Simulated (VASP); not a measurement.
# Be2ZnTe2Se (P-4m2) in VASP: a series of runs

Runs on Be2ZnTe2Se. Level: PBE. Tasks: single point, relaxation of cell and atoms.

All numbers are computed with VASP 6.6.1; they aren't measurements. Logs are shortened: lines on timing, memory, paths and dates and some standing lists are left out, and cuts for length are marked.

## (1) The cell of the first run

Symmetry: P-4m2, No. 115, tetragonal system. The conventional cell has a = 3.598 Å, b = 3.598 Å, c = 11.938 Å, α = 90.00°, β = 90.00°, γ = 90.00°. Be (site symmetry 2mm) has 5 Te at 2.43 to 2.67 Å and 4 Be at 3.02 Å within 3.2 Å. Zn (site symmetry -4m2) has 4 Se at 2.54 Å within 3.4 Å. Te (site symmetry 2mm) has 5 Be at 2.43 to 2.67 Å within 3.2 Å. Se (site symmetry -4m2) has 4 Zn at 2.54 Å within 3.4 Å.

The cell was generated, and may not be a known phase.

## (2) Single point, PBE

INCAR

```
SYSTEM = Be2ZnTe2Se
ALGO = Normal
EDIFF = 1E-6
ENCUT = 520
GGA = PE
ISIF = 2
ISMEAR = 0
LASPH = .TRUE.
LCHARG = .FALSE.
LREAL = .FALSE.
LWAVE = .FALSE.
NBANDS = 26
NELM = 80
PREC = Accurate
SIGMA = 0.1
```

KPOINTS

```
k-points
0
G
  10 10 4
  0 0 0
```

POSCAR

```
Be2ZnTe2Se
1.0
    3.5977490119      0.0000000000      0.0000000000
    0.0000000000      3.5977490119      0.0000000000
    0.0000000000      0.0000000000     11.9377671836
Be Zn Te Se
2 1 2 1
Direct
    0.5000000000      0.0000000000      0.5680372383
    0.0000000000      0.5000000000      0.4319627617
    0.5000000000      0.5000000000      0.0000000000
    0.5000000000      0.0000000000      0.3643025836
    0.0000000000      0.5000000000      0.6356974164
    0.0000000000      0.0000000000      0.0000000000
```

Potentials or basis: VASP PAW PBE potentials, release 64 (Be, Zn, Te, Se).

Run with:

```console
$ cat potpaw_PBE.64/Be/POTCAR potpaw_PBE.64/Zn/POTCAR potpaw_PBE.64/Te/POTCAR potpaw_PBE.64/Se/POTCAR > POTCAR
$ mpirun -np 1 vasp_std > vasp.out
```

OUTCAR:

```text
SYSTEM = Be2ZnTe2Se
   EDIFF = 1E-6
   ENCUT = 520
   GGA = PE
   ISIF = 2
   ISMEAR = 0
   LASPH = .TRUE.
   LREAL = .FALSE.
   NELM = 80
   PREC = Accurate

 ion  position               nearest neighbor table
   1  0.500  0.000  0.568-   4 2.43   5 2.67   5 2.67   5 2.67   5 2.67
   2  0.000  0.500  0.432-   5 2.43   4 2.67   4 2.67   4 2.67   4 2.67
   3  0.500  0.500  0.000-   6 2.54   6 2.54   6 2.54   6 2.54
   4  0.500  0.000  0.364-   1 2.43   2 2.67   2 2.67   2 2.67   2 2.67
   5  0.000  0.500  0.636-   2 2.43   1 2.67   1 2.67   1 2.67   1 2.67
   6  0.000  0.000  0.000-   3 2.54   3 2.54   3 2.54   3 2.54

  LATTYP: Found a simple tetragonal cell.
 ALAT       =     3.5977490119
 C/A-ratio  =     3.3181211764

  Lattice vectors:

 A1 = (   3.5977490119,   0.0000000000,   0.0000000000)
 A2 = (   0.0000000000,   3.5977490119,   0.0000000000)
 A3 = (   0.0000000000,   0.0000000000,  11.9377671836)

Analysis of symmetry for initial positions (statically):
=====================================================================
 Subroutine PRICEL returns:
 Original cell was already a primitive cell.

 Routine SETGRP: Setting up the symmetry group for a
 simple tetragonal supercell.

 Subroutine GETGRP returns: Found  8 space group operations
 (whereof  8 operations were pure point group operations)
 out of a pool of 16 trial point group operations.

The static configuration has the point symmetry D_2d.

Analysis of symmetry for dynamics (positions and initial velocities):
=====================================================================
 Subroutine PRICEL returns:
 Original cell was already a primitive cell.

 Routine SETGRP: Setting up the symmetry group for a
 simple tetragonal supercell.

 Subroutine GETGRP returns: Found  8 space group operations
 (whereof  8 operations were pure point group operations)
 out of a pool of 16 trial point group operations.

The dynamic configuration has the point symmetry D_2d.

 Subroutine INISYM returns: Found  8 space group operations
 (whereof  8 operations are pure point group operations),
 and found     1 'primitive' translations

----------------------------------------------------------------------------------------

                                     Primitive cell

  volume of cell :     154.5200

  direct lattice vectors                    reciprocal lattice vectors
     3.597749012  0.000000000  0.000000000     0.277951574  0.000000000  0.000000000
     0.000000000  3.597749012  0.000000000     0.000000000  0.277951574  0.000000000
     0.000000000  0.000000000 11.937767184     0.000000000  0.000000000  0.083767759

  length of vectors
     3.597749012  3.597749012 11.937767184     0.277951574  0.277951574  0.083767759

  position of ions in fractional coordinates (direct lattice)
     0.500000000  0.000000000  0.568037238
     0.000000000  0.500000000  0.431962762
     0.500000000  0.500000000  0.000000000
     0.500000000  0.000000000  0.364302584
     0.000000000  0.500000000  0.635697416
     0.000000000  0.000000000  0.000000000

  ion indices of the primitive-cell ions
   primitive index   ion index
                 1           1
                 2           2
                 3           3
                 4           4
                 5           5
                 6           6

----------------------------------------------------------------------------------------

 KPOINTS: k-points

Automatic generation of k-mesh.
 Grid dimensions read from file:
 generate k-points for:   10   10    4

 Generating k-lattice:

  Cartesian coordinates                     Fractional coordinates (reciprocal lattice)
     0.027795157  0.000000000  0.000000000     0.100000000  0.000000000  0.000000000
     0.000000000  0.027795157  0.000000000     0.000000000  0.100000000  0.000000000
     0.000000000  0.000000000  0.020941940     0.000000000  0.000000000  0.250000000

  Length of vectors
     0.027795157  0.027795157  0.020941940

  Shift w.r.t. Gamma in fractional coordinates (k-lattice)
     0.000000000  0.000000000  0.000000000

 Subroutine IBZKPT returns following result:
 ===========================================

 Found     63 irreducible k-points:

 Following reciprocal coordinates:
            Coordinates               Weight
  0.000000  0.000000  0.000000      1.000000
  0.100000  0.000000  0.000000      4.000000
  0.200000  0.000000  0.000000      4.000000
  0.300000  0.000000  0.000000      4.000000
  0.400000  0.000000  0.000000      4.000000
  0.500000  0.000000  0.000000      2.000000
[... 16 lines left out ...]
  0.100000  0.000000  0.250000      8.000000
  0.200000  0.000000  0.250000      8.000000
 [... further k-points ...]
   k-points           NKPTS =     63   k-points in BZ     NKDIM =     63   number of bands    NBANDS=     26
   number of dos      NEDOS =    301   number of ions     NIONS =      6
   total plane-waves  NPLWV =  70560
   dimension x,y,z NGX =    28 NGY =   28 NGZ =   90
   dimension x,y,z NGXF=    56 NGYF=   56 NGZF=  180
   ions per type =               2   1   2   1
   NGX,Y,Z   is equivalent  to a cutoff of  12.94, 12.94, 12.53 a.u.
   NGXF,Y,Z  is equivalent  to a cutoff of  25.88, 25.88, 25.07 a.u.
 SYSTEM =  Be2ZnTe2Se
   PREC   = accura    normal or accurate (medium, high low for compatibility)
   ISTART =      0    job   : 0-new  1-cont  2-samecut
   ICHARG =      2    charge: 1-file 2-atom 10-const
   ISPIN  =      1    spin polarized calculation?
   LNONCOLLINEAR =      F non collinear calculations
   LSORBIT =      F    spin-orbit coupling
   LASPH  =      T    aspherical Exc in radial PAW
   ENCUT  =  520.0 eV  38.22 Ry    6.18 a.u.   6.69  6.69 22.20*2*pi/ulx,y,z
   NELM   =     80;   NELMIN=  2; NELMDL= -5     # of ELM steps
   EDIFF  = 0.1E-05   stopping-criterion for ELM
   LREAL  =      F    real-space projection
   EDIFFG = 0.1E-04   stopping-criterion for IOM
   NSW    =      0    number of steps for IOM
   IBRION =     -1    ionic relax: 0-MD 1-quasi-New 2-CG
   NFREE  =      0    steps in history (QN), initial steepest desc. (CG)
   ISIF   =      2    stress and relaxation
   ISYM   =      2    0-nonsym 1-usesym 2-fastsym
   POTIM  = 0.5000    time-step for ionic-motion
   TEBEG  =    0.0;   TEEND  =   0.0 temperature during run
   PSTRESS=    0.0 pullay stress
   NELECT =      34.0000    total number of electrons
   NUPDOWN=      -1.0000    fix difference up-down
   EMIN   =  10.00;   EMAX   =-10.00  energy-range for DOS
   EFERMI =   0.00;   METHOD = LEGACY
   ISMEAR =     0;   SIGMA  =   0.10  broadening in eV -4-tet -1-fermi 0-gaus
   EFERMI_NEDOS =   21; number of points for ismear=-14 and -15
   IALGO  =     38    algorithm
   IMIX   =      4    mixing-type and parameters
     AMIX     =   0.40;   BMIX     =  1.00
     AMIX_MAG =   1.60;   BMIX_MAG =  1.00
  volume/ion in A,a.u.               =      25.75       173.79
  Fermi-wavevector in a.u.,A,eV,Ry     =   0.988340  1.867691 13.290377  0.976815
  Thomas-Fermi vector in A             =   2.119859
   LORBIT       =      0    0 simple, 1 ext, 2 COOP (PROOUT), +10 PAW based schemes
   GGA     = PE    functional components
   LHFCALC =     F    Hartree Fock is set to
   AEXX    =    0.0000 exact exchange contribution
   IVDW    =     0    specifies the selected vdW correction
   LEPSILON=     F    determine dielectric tensor
   LRPA    =     F    only Hartree local field effects (RPA)
 non-spin polarized calculation
 Gauss-broadening in eV      SIGMA  =   0.10
  energy-cutoff  :      520.00
  volume of cell :      154.52
 maximum number of plane-waves:      4224
 NGX is ok and might be reduce to    28
   NGX = 13   NGY = 13   NGZ = 45

 number of electron      33.9999988 magnetization

 Free energy of the ion-electron system (eV)
  ---------------------------------------------------
  ext. energy  EPLUGINS =         0.00000000
  ---------------------------------------------------
  free energy    TOTEN  =       -18.41576981 eV

  energy without entropy =      -18.40950107  energy(sigma->0) =      -18.41263544

 E-fermi :   3.2062     XC(G=0):  -8.4222

 val. band max:        3.1778713519   @ k =   0.5000   0.4000   0.5000
 cond. band min:       3.2333807978   @ k =   0.2000   0.0000   0.0000
 fundamental gap:      0.0555094459
 Fermi energy:         3.2061514881

 k-point     1 :       0.0000    0.0000    0.0000
  band No.  band energies     occupation
      1     -10.0613      2.00000
      2      -9.7367      2.00000
      3      -8.6678      2.00000
      4      -3.7099      2.00000
      5      -3.6186      2.00000
      6      -3.5442      2.00000
[... 18 lines left out ...]
     25       9.3765      0.00000
     26       9.3765      0.00000

 k-point     2 :       0.1000    0.0000    0.0000
  band No.  band energies     occupation
      1      -9.9911      2.00000
      2      -9.6504      2.00000
      3      -8.6006      2.00000
      4      -3.7074      2.00000
      5      -3.6527      2.00000
      6      -3.5580      2.00000
[... 18 lines left out ...]
     25       9.2956      0.00000
     26       9.6757      0.00000

 k-point     3 :       0.2000    0.0000    0.0000
  band No.  band energies     occupation
      1      -9.7941      2.00000
      2      -9.3997      2.00000
      3      -8.4185      2.00000
      4      -3.7380      2.00000
      5      -3.7255      2.00000
      6      -3.5931      2.00000
[... 572 lines left out ...]
 k-point    23 :       0.1000    0.0000    0.2500
  band No.  band energies     occupation
      1      -9.9903      2.00000
      2      -9.6518      2.00000
      3      -8.5998      2.00000
      4      -3.7074      2.00000
      5      -3.6527      2.00000
      6      -3.5581      2.00000
[... 18 lines left out ...]
     25       9.2920      0.00000
     26       9.6330      0.00000

 k-point    24 :       0.2000    0.0000    0.2500
  band No.  band energies     occupation
      1      -9.7936      2.00000
      2      -9.4009      2.00000
      3      -8.4177      2.00000
      4      -3.7380      2.00000
      5      -3.7255      2.00000
      6      -3.5932      2.00000
[... 18 lines left out ...]
     25       8.9664      0.00000
     26       9.3970      0.00000

 [... further k-points ...]

------------------------ aborting loop because EDIFF is reached ----------------------------------------

  FORCE on cell =-STRESS in cart. coord.  units (eV):
  Direction    XX          YY          ZZ          XY          YZ          ZX
  --------------------------------------------------------------------------------------
  -------------------------------------------------------------------------------------
  Total        0.1245951      0.1245951      0.1230987      0.0000000      0.0000000      0.0000000
  in kB        1.2918934      1.2918934      1.2763778      0.0000000      0.0000000      0.0000000
  external PRESSURE =       1.2867215 kB  Pullay stress =       0.0000000 kB

 VOLUME and BASIS-vectors are now :
 -----------------------------------------------------------------------------
  energy-cutoff  :      520.00
  volume of cell :      154.52
      direct lattice vectors                 reciprocal lattice vectors
     3.597749012  0.000000000  0.000000000     0.277951574  0.000000000  0.000000000
     0.000000000  3.597749012  0.000000000     0.000000000  0.277951574  0.000000000
     0.000000000  0.000000000 11.937767184     0.000000000  0.000000000  0.083767759

 POSITION                                       TOTAL-FORCE (eV/Angst)
 -----------------------------------------------------------------------------------
      1.79887      0.00000      6.78110         0.000000      0.000000      0.014298
      0.00000      1.79887      5.15667         0.000000      0.000000     -0.014298
      1.79887      1.79887      0.00000         0.000000     -0.000000     -0.000000
      1.79887      0.00000      4.34896         0.000000      0.000000     -0.027653
      0.00000      1.79887      7.58881         0.000000      0.000000      0.027653
      0.00000      0.00000      0.00000         0.000000      0.000000     -0.000000
 -----------------------------------------------------------------------------------
    total drift:                                0.000000      0.000000     -0.000000

  FREE ENERGIE OF THE ION-ELECTRON SYSTEM (eV)
  ---------------------------------------------------
  free  energy   TOTEN  =       -18.4157698106 eV

  energy  without entropy=      -18.4095010731  energy(sigma->0) =      -18.41263544
```

Run time: 2.5 min. Hardware: 1 thread of Intel Xeon Platinum 8488C (Sapphire Rapids), shared host; peak memory 0.44 GiB.

Results:

```yaml
Free_energy: -18.4158 eV
Pressure: 0.1 GPa
Largest_force: 0.028 eV/Å
Band_gap_on_the_k_mesh: zero (bands 17 and 18 overlap by 1.40 eV)
```

Forces on the atoms (eV/Å):
```
Be   0.000  0.000  0.014
Be   0.000  0.000 -0.014
Zn   0.000  0.000  0.000
Te   0.000  0.000 -0.028
Te   0.000  0.000  0.028
Se   0.000  0.000  0.000
```

Caveat: spin-orbit coupling is left out, which moves the levels of the heavy elements.

(Continued in part 2 of 2.)

The gap in the log of VASP goes by the Fermi energy; the results here count the filled bands.